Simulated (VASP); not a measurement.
# CoO (P3m1) in VASP: notebook

The runs below take CoO through single point, with PBE+U.

Everything below comes from runs of VASP 6.6.1. Logs are shortened: lines on timing, memory, paths and dates and some standing lists are left out, and cuts for length are marked.

## 1. The cell of the first run

The typed cell holds 4 atoms: a = 3.198 Å, b = 3.198 Å, c = 5.229 Å, α = 90.00°, β = 90.00°, γ = 120.00°.

## 2. Single point, PBE+U, collinear spin, antiferromagnetic start

File INCAR:

```
SYSTEM = CoO
PREC     = Accurate       ! precision mode
ENCUT    = 520            ! plane-wave cutoff, eV
EDIFF    = 1E-7           ! SCF threshold, eV
ISMEAR   = 0              ! smearing method
SIGMA    = 0.05           ! smearing width, eV
LREAL    = .False.        ! projectors in reciprocal space
LASPH    = .True.         ! aspherical terms in the spheres
NELM     = 150            ! most SCF steps
ALGO     = Normal         ! electronic algorithm
ISIF     = 2              ! what is computed and relaxed
LWAVE    = .False.        ! write WAVECAR
LCHARG   = .False.        ! write CHGCAR
ISPIN    = 2              ! spin polarisation
MAGMOM   = -2.37 2.37 0.1 -0.1 ! initial moments
LORBIT   = 11             ! projections on sites
LMAXMIX  = 4              ! l up to which the mixer works
LDAU     = .True.         ! DFT+U
LDAUTYPE = 2            
LDAUL    = 2 -1           ! shell
LDAUU    = 3.32 0         ! U, eV
LDAUJ    = 0 0          
LDAUPRINT= 1            
GGA      = PE             ! functional
NBANDS   = 27             ! bands
NELECT   = 29.5
```

File KPOINTS:

```
regular mesh
0
Gamma
  12 12 6
  0 0 0
```

File POSCAR:

```
CoO
1.0
    3.1976457435      0.0000000000      0.0000000000
   -1.5988228718      2.7692424462      0.0000000000
    0.0000000000      0.0000000000      5.2287097100
Co O
2 2
Direct
    0.0000000000      0.0000000000      0.0034741400
    0.3333333300      0.6666666700      0.5033624100
    0.0000000000      0.0000000000      0.3716088500
    0.3333333300      0.6666666700      0.8715556000
```

Potentials or basis: VASP PAW PBE potentials, release 64 (Co, O).

Run with:

```bash
> cat potpaw_PBE.64/Co/POTCAR potpaw_PBE.64/O/POTCAR > POTCAR
> mpirun -np 1 vasp_std > vasp.out
```

OUTCAR:

```text
SYSTEM = CoO
   PREC = Accurate
   ENCUT = 520
   EDIFF = 1E-7
   ISMEAR = 0
   LREAL = .False.
   LASPH = .True.
   NELM = 150
   ISIF = 2
   ISPIN = 2
   LORBIT = 11
   GGA = PE
   NELECT = 29.5

 ion  position               nearest neighbor table
   1  0.000  0.000  0.003-   3 1.92   4 1.97   4 1.97   4 1.97
   2  0.333  0.667  0.503-   4 1.93   3 1.97   3 1.97   3 1.97
   3  0.000  0.000  0.372-   1 1.92   2 1.97   2 1.97   2 1.97
   4  0.333  0.667  0.872-   2 1.93   1 1.97   1 1.97   1 1.97

  LATTYP: Found a hexagonal cell.
 ALAT       =     3.1976457435
 C/A-ratio  =     1.6351747909

  Lattice vectors:

 A1 = (   3.1976457435,   0.0000000000,   0.0000000000)
 A2 = (  -1.5988228718,   2.7692424462,   0.0000000000)
 A3 = (   0.0000000000,   0.0000000000,   5.2287097100)

Analysis of symmetry for initial positions (statically):
=====================================================================
 Subroutine PRICEL returns:
 Original cell was already a primitive cell.

 Routine SETGRP: Setting up the symmetry group for a
 hexagonal supercell.

 Subroutine GETGRP returns: Found  6 space group operations
 (whereof  6 operations were pure point group operations)
 out of a pool of 24 trial point group operations.

The static configuration has the point symmetry C_3v.

Analysis of symmetry for dynamics (positions and initial velocities):
=====================================================================
 Subroutine PRICEL returns:
 Original cell was already a primitive cell.

 Routine SETGRP: Setting up the symmetry group for a
 hexagonal supercell.

 Subroutine GETGRP returns: Found  6 space group operations
 (whereof  6 operations were pure point group operations)
 out of a pool of 24 trial point group operations.

The dynamic configuration has the point symmetry C_3v.

Analysis of structural, dynamic, and magnetic symmetry:
=====================================================================
 Subroutine PRICEL returns:
 Original cell was already a primitive cell.

 Routine SETGRP: Setting up the symmetry group for a
 hexagonal supercell.

 Subroutine GETGRP returns: Found  6 space group operations
 (whereof  6 operations were pure point group operations)
[... 209 lines left out ...]
  o =  0.9333  v =  0.0000  0.0000  0.0000  0.0000  0.0000  0.3222 -0.6705  0.0000  0.4084 -0.5290      0.0000  0.0000  0.0000  0.0000  0.0000  0.0000  0.0000  0.0000  0.0000  0.0000
  o =  0.9557  v =  0.8492 -0.0558 -0.0000 -0.0917  0.5171  0.0000  0.0000  0.0000  0.0000  0.0000      0.0000  0.0000  0.0000  0.0000  0.0000  0.0000  0.0000  0.0000  0.0000  0.0000
  o =  0.9557  v =  0.5171  0.0917 -0.0000 -0.0558 -0.8492  0.0000  0.0000  0.0000  0.0000  0.0000      0.0000  0.0000  0.0000  0.0000  0.0000  0.0000  0.0000  0.0000  0.0000  0.0000
  o =  0.9669  v =  0.0917  0.5172 -0.0000  0.8491  0.0559  0.0000  0.0000  0.0000  0.0000  0.0000      0.0000  0.0000  0.0000  0.0000  0.0000  0.0000  0.0000  0.0000  0.0000  0.0000
  o =  0.9669  v =  0.0559 -0.8491 -0.0000  0.5172 -0.0917  0.0000  0.0000  0.0000  0.0000  0.0000      0.0000  0.0000  0.0000  0.0000  0.0000  0.0000  0.0000  0.0000  0.0000  0.0000
  o =  0.9869  v =  0.0000  0.0000  1.0000  0.0000  0.0000  0.0000  0.0000  0.0000  0.0000  0.0000      0.0000  0.0000  0.0000  0.0000  0.0000  0.0000  0.0000  0.0000  0.0000  0.0000

 number of electron      29.5000008 magnetization       0.0008159

 Free energy of the ion-electron system (eV)
  ---------------------------------------------------
  ext. energy  EPLUGINS =         0.00000000
  ---------------------------------------------------
  free energy    TOTEN  =       -26.84995860 eV

  energy without entropy =      -26.84643842  energy(sigma->0) =      -26.84819851

 E-fermi :   4.6782     XC(G=0): -10.8854

 val. band max:        4.6758970968   @ k =   0.1667   0.0833   0.3333
 cond. band min:       4.6854699919   @ k =   0.5000   0.0000   0.0000
 fundamental gap:      0.0095728950
 Fermi energy:         4.6781851751

 spin component 1

 k-point     1 :       0.0000    0.0000    0.0000
  band No.  band energies     occupation
      1     -13.5718      1.00000
      2     -12.9534      1.00000
      3      -0.7805      1.00000
      4      -0.7805      1.00000
      5      -0.7754      1.00000
      6      -0.3229      1.00000
[... 1385 lines left out ...]
     25      19.8533      0.00000
     26      21.1731      0.00000

 [... further k-points ...]

 [bands above 26 left out]

------------------------ aborting loop because EDIFF is reached ----------------------------------------

  FORCE on cell =-STRESS in cart. coord.  units (eV):
  Direction    XX          YY          ZZ          XY          YZ          ZX
  --------------------------------------------------------------------------------------
  -------------------------------------------------------------------------------------
  Total       -4.4306915     -4.4306915     -3.9840499      0.0000000      0.0000000      0.0000000
  in kB     -153.3190895   -153.3190895   -137.8635615      0.0000000      0.0000000      0.0000000
  external PRESSURE =    -148.1672468 kB  Pullay stress =       0.0000000 kB

 VOLUME and BASIS-vectors are now :
 -----------------------------------------------------------------------------
  energy-cutoff  :      520.00
  volume of cell :       46.30
      direct lattice vectors                 reciprocal lattice vectors
     3.197645743  0.000000000  0.000000000     0.312730077  0.180554794  0.000000000
    -1.598822872  2.769242446  0.000000000     0.000000000  0.361109588  0.000000000
     0.000000000  0.000000000  5.228709710     0.000000000  0.000000000  0.191251773

 POSITION                                       TOTAL-FORCE (eV/Angst)
 -----------------------------------------------------------------------------------
      0.00000      0.00000      0.01817         0.000000      0.000000     -0.280305
     -0.00000      1.84616      2.63194         0.000000     -0.000000     -0.270036
      0.00000      0.00000      1.94303         0.000000     -0.000000      0.274268
     -0.00000      1.84616      4.55711        -0.000000     -0.000000      0.276073
 -----------------------------------------------------------------------------------
    total drift:                                0.000019     -0.000011     -0.000922

  FREE ENERGIE OF THE ION-ELECTRON SYSTEM (eV)
  ---------------------------------------------------
  free  energy   TOTEN  =       -26.8499585963 eV

  energy  without entropy=      -26.8464384219  energy(sigma->0) =      -26.84819851

 total charge

# of ion       s       p       d       tot
------------------------------------------
    1        0.348   0.428   7.091   7.867
    2        0.348   0.428   7.091   7.868
    3        1.551   3.431   0.000   4.982
    4        1.551   3.431   0.000   4.982
--------------------------------------------------
tot          3.798   7.717  14.183  25.698

 magnetization (x)

# of ion       s       p       d       tot
------------------------------------------
    1       -0.014  -0.039  -2.546  -2.600
    2        0.014   0.039   2.547   2.600
    3        0.006  -0.015   0.000  -0.009
    4       -0.006   0.015   0.000   0.009
--------------------------------------------------
tot          0.000   0.000   0.000   0.001
```

Run time: 7.3 min. Hardware: 1 thread of Intel Xeon Platinum 8259CL at 2.50GHz (Skylake/Cascade Lake), shared host; peak memory 0.3 GiB.

What came out:

```yaml
Free_energy: -26.8500 eV
Largest_force: 0.280 eV/Å
Net_moment: 0.00 μB per cell
Site_moments: Co -2.60, +2.60; O -0.01, +0.01 μB
Valence_electrons_inside_the_program's_atomic_spheres: Co 7.87; O 4.98
```

Forces in eV/Å, atoms in the order of the input:
```
Co   0.000  0.000 -0.280
Co   0.000  0.000 -0.270
O    0.000  0.000  0.274
O    0.000  0.000  0.276
```

Eigenvalues of the final occupation matrices:
```tsv
site	spin	trace	eigenvalues
site 1 d	1	2.28	0.13 0.13 0.15 0.93 0.93
site 1 d	2	4.83	0.96 0.96 0.97 0.97 0.99
site 2 d	1	4.83	0.96 0.96 0.97 0.97 0.99
site 2 d	2	2.28	0.13 0.13 0.15 0.93 0.93
```

Caveat: the cell carries a net charge on a neutralising background, which shifts energy and pressure; the cell is charged against a uniform background, so pressure and absolute levels hang on convention. The state reached can hang on the start; a lower one may exist.

## 3. Single point, PBE+U, collinear spin, antiferromagnetic start

File INCAR:

```
SYSTEM = CoO
  PREC = Accurate
  ENCUT = 520
  EDIFF = 1E-6
  ISMEAR = 0
  SIGMA = 0.05
  LREAL = .False.
  LASPH = .True.
  NELM = 150
  ALGO = Normal
  ISIF = 2
  LWAVE = .False.
  LCHARG = .False.
  ISPIN = 2
  MAGMOM = -2.37 2.37 0.1 -0.1
  LORBIT = 11
  LMAXMIX = 4
  LDAU = .True.
  LDAUTYPE = 2
  LDAUL = 2 -1
  LDAUU = 3.32 0
  LDAUJ = 0 0
  LDAUPRINT = 1
  GGA = PE
  NBANDS = 27
  NELECT = 30.5
```

File KPOINTS:

```
Automatic mesh
0
Gamma
  12 12 6
  0 0 0
```

POSCAR is that of step 2.

Potentials or basis: VASP PAW PBE potentials, release 64 (Co, O).

Run with:

```bash
> cat potpaw_PBE.64/Co/POTCAR potpaw_PBE.64/O/POTCAR > POTCAR
> mpirun -np 1 vasp_std > vasp.out
```

OUTCAR:

```text
SYSTEM = CoO
   PREC = Accurate
   ENCUT = 520
   EDIFF = 1E-6
   ISMEAR = 0
   LREAL = .False.
   LASPH = .True.
   NELM = 150
   ISIF = 2
   ISPIN = 2
   LORBIT = 11
   GGA = PE
   NELECT = 30.5

 ion  position               nearest neighbor table
   1  0.000  0.000  0.003-   3 1.92   4 1.97   4 1.97   4 1.97
   2  0.333  0.667  0.503-   4 1.93   3 1.97   3 1.97   3 1.97
   3  0.000  0.000  0.372-   1 1.92   2 1.97   2 1.97   2 1.97
   4  0.333  0.667  0.872-   2 1.93   1 1.97   1 1.97   1 1.97

  LATTYP: Found a hexagonal cell.
 ALAT       =     3.1976457435
 C/A-ratio  =     1.6351747909

  Lattice vectors:

 A1 = (   3.1976457435,   0.0000000000,   0.0000000000)
[... 1738 lines left out ...]
    -1.598822872  2.769242446  0.000000000     0.000000000  0.361109588  0.000000000
     0.000000000  0.000000000  5.228709710     0.000000000  0.000000000  0.191251773

 POSITION                                       TOTAL-FORCE (eV/Angst)
 -----------------------------------------------------------------------------------
      0.00000      0.00000      0.01817         0.000000     -0.000000     -0.425785
     -0.00000      1.84616      2.63194         0.000000     -0.000000     -0.417893
      0.00000      0.00000      1.94303         0.000000     -0.000000      0.421077
     -0.00000      1.84616      4.55711        -0.000000      0.000000      0.422602
 -----------------------------------------------------------------------------------
    total drift:                                0.000018     -0.000011     -0.000101

  FREE ENERGIE OF THE ION-ELECTRON SYSTEM (eV)
  ---------------------------------------------------
  free  energy   TOTEN  =       -20.7995435398 eV

  energy  without entropy=      -20.7953950134  energy(sigma->0) =      -20.79746928

 total charge

# of ion       s       p       d       tot
------------------------------------------
    1        0.364   0.458   7.319   8.141
    2        0.364   0.458   7.319   8.141
    3        1.553   3.500   0.000   5.053
    4        1.553   3.500   0.000   5.053
--------------------------------------------------
tot          3.833   7.916  14.639  26.388

 magnetization (x)

# of ion       s       p       d       tot
------------------------------------------
    1       -0.012  -0.037  -2.403  -2.452
    2        0.012   0.037   2.403   2.452
    3        0.008   0.097   0.000   0.106
    4       -0.008  -0.098   0.000  -0.106
--------------------------------------------------
tot         -0.000  -0.000  -0.000  -0.000
```

OSZICAR:

```text
N       E                     dE             d eps       ncg     rms          rms(c)
DAV:   1     0.266544025053E+03    0.26654E+03   -0.13679E+04 10856   0.132E+03
DAV:   2     0.682449440268E+01   -0.25972E+03   -0.23174E+03 11105   0.316E+02
DAV:   3    -0.222889499247E+02   -0.29113E+02   -0.27798E+02 11813   0.122E+02
DAV:   4    -0.229391270164E+02   -0.65018E+00   -0.64761E+00 12056   0.187E+01
DAV:   5    -0.229582330461E+02   -0.19106E-01   -0.19102E-01 14371   0.302E+00    0.232E+01
DAV:   6    -0.211409494125E+02    0.18173E+01   -0.31725E+01 15283   0.842E+01    0.243E+01
DAV:   7    -0.201282138964E+02    0.10127E+01   -0.68407E+00 11947   0.630E+01    0.115E+01
DAV:   8    -0.206130926718E+02   -0.48488E+00   -0.14011E+00 15444   0.971E+00    0.737E+00
DAV:   9    -0.207562189230E+02   -0.14313E+00   -0.15628E-01 16193   0.679E+00    0.112E+00
DAV:  10    -0.207955126438E+02   -0.39294E-01   -0.90743E-02 15705   0.600E+00    0.888E-01
DAV:  11    -0.207976140971E+02   -0.21015E-02   -0.22228E-02 14986   0.388E+00    0.525E-01
DAV:  12    -0.207987337423E+02   -0.11196E-02   -0.47287E-03 16193   0.170E+00    0.171E-01
DAV:  13    -0.207994217939E+02   -0.68805E-03   -0.96452E-04 14330   0.292E-01    0.888E-02
DAV:  14    -0.207995012854E+02   -0.79491E-04   -0.13144E-04 15136   0.176E-01    0.563E-02
DAV:  15    -0.207995362563E+02   -0.34971E-04   -0.80610E-05 14678   0.138E-01    0.168E-02
DAV:  16    -0.207995416905E+02   -0.54341E-05   -0.13358E-05 13507   0.443E-02    0.851E-03
DAV:  17    -0.207995428633E+02   -0.11728E-05   -0.37783E-06 10598   0.193E-02    0.481E-03
DAV:  18    -0.207995435398E+02   -0.67660E-06   -0.19987E-06  6658   0.159E-02
   1 F= -.20799544E+02 E0= -.20797469E+02  d E =-.414853E-02  mag=    -0.0002
```

It took 4.9 min on 1 thread of Intel Xeon Platinum 8259CL at 2.50GHz (Skylake/Cascade Lake), shared host; peak memory 0.3 GiB.

What came out:

| Quantity | Value |
| --- | --- |
| Free energy | -20.7995 eV |
| Largest force | 0.426 eV/Å |
| Net moment | 0.00 μB per cell |
| Site moments | Co -2.45, +2.45; O +0.11, -0.11 μB |
| Valence electrons inside the program's atomic spheres | Co 8.14; O 5.05 |

Forces in eV/Å, atoms in the order of the input:
```
Co   0.000  0.000 -0.426
Co   0.000  0.000 -0.418
O    0.000  0.000  0.421
O    0.000  0.000  0.423
```

Eigenvalues of the final occupation matrices:
| site | spin | trace | eigenvalues |
| --- | --- | --- | --- |
| site 1 d | 1 | 2.47 | 0.14 0.21 0.21 0.96 0.96 |
| site 1 d | 2 | 4.88 | 0.96 0.96 0.98 0.98 0.98 |
| site 2 d | 1 | 4.88 | 0.96 0.96 0.98 0.98 0.98 |
| site 2 d | 2 | 2.47 | 0.14 0.21 0.21 0.96 0.96 |

Caveat: the cell carries a net charge on a neutralising background, which shifts energy and pressure; the cell is charged against a uniform background, so pressure and absolute levels hang on convention. The state reached can hang on the start; a lower one may exist.
